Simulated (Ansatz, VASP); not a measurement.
Two plane-wave programs on CdSe

```xyz
2
Lattice="0.0000 3.0288 3.0288 3.0288 0.0000 3.0288 3.0288 3.0288 0.0000" Properties=species:S:1:pos:R:3 pbc="T T T"
Cd    0.0000    0.0000    0.0000
Se    1.5144    1.5144    1.5144
```

Change from the starting cell: volume scaled by 0.96, PAW files.

Alike in both runs: task electric field gradients; functional PBE; k mesh 8 × 8 × 8; occupations fermi-dirac, width 0.03 eV; no spin polarisation.

```csv
,VASP,Ansatz
version,VASP 6.6.1,Ansatz 0.2.0
potentials or method,"VASP PAW PBE potentials, release 64 (Cd, Se)","PAW with Ansatz's default frozen-core files, scalar-relativistic"
plane-wave cutoff (eV),520,420
valence electrons in the cell,18,36
```

```csv
,VASP,Ansatz,Ansatz less VASP
pressure (GPa),3.9,3.6,-0.34
```

With one functional, cell and mesh, what is left measures potentials, basis and numerics. VASP's potentials hold 18 valence electrons a cell and Ansatz's 36, so a difference there can come from the potentials and not from the codes.
